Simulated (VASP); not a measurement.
Crystal: BAs.

```
B As
1.0
     0.00000    2.39187    2.39187
     2.39187    0.00000    2.39187
     2.39187    2.39187    0.00000
B As
1 1
Direct
  0.00000 0.00000 0.00000
  0.25000 0.25000 0.25000
```

Base run:

* Program: VASP 6.6.1
* Functional: PBE
* Potentials or basis: VASP PAW PBE potentials, release 64 (B, As)
* Cutoff: 520 eV
* k mesh: 6 × 6 × 6
* Occupations: gaussian, width 0.01 eV
* Spin: no spin polarisation

Its results: band gap on the k mesh 1.28 eV, indirect (least direct gap 3.27 eV); pressure 2.8 GPa.

**Question.** The run is repeated on the same cell with these changes: functional from PBE to r2SCAN; k mesh from 6 × 6 × 6 to 10 × 10 × 10. What comes out?

**Answer.** Band gap on the k mesh 1.37 eV, indirect (least direct gap 3.44 eV); pressure 0.3 GPa.

Several settings changed at once, so the effect can't be laid on one alone.

Caveats: the PAW data sets were made with another functional, which shifts forces and pressure a little (some runs).

A k mesh can miss the band edges.
